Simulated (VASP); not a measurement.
The system is CdSe.

```xyz
2
Lattice="0.0000 3.0703 3.0703 3.0703 0.0000 3.0703 3.0703 3.0703 0.0000" Properties=species:S:1:pos:R:3 pbc="T T T"
Cd    0.0000    0.0000    0.0000
Se    4.6054    4.6054    4.6054
```

* Program: VASP 6.6.1
* Task: relaxation of cell and atoms
* Functional: LDA
* Potentials or basis: VASP PAW LDA potentials, release 64 (Cd, Se)
* Cutoff: 600 eV
* k mesh: 5 × 5 × 5
* Occupations: gaussian, width 0.01 eV
* Spin: no spin polarisation

At the start: pressure -2.9 GPa; volume 28.94 Å³/atom.

Task: Where does the relaxation end?

Result: Over 3 steps the energy falls by 15.3 meV/atom and the volume is 27.33 Å³/atom (-5.6 %); space group F-43m (No. 216, to 0.05 Å).

Step by step:
```csv
step,energy change (eV),largest force (eV/Å),pressure (GPa),volume (Å³)
1,0.0000,0.0000,-2.88,57.88
2,-0.0268,0.0000,1.16,53.63
3,-0.0305,0.0000,-0.01,54.67
```

Final structure:
```
Cd Se
1.0
     0.00000    3.01233    3.01233
     3.01233    0.00000    3.01233
     3.01233    3.01233    0.00000
Cd Se
1 1
Cartesian
  0.0000 0.0000 0.0000
  4.5185 4.5185 4.5185
```
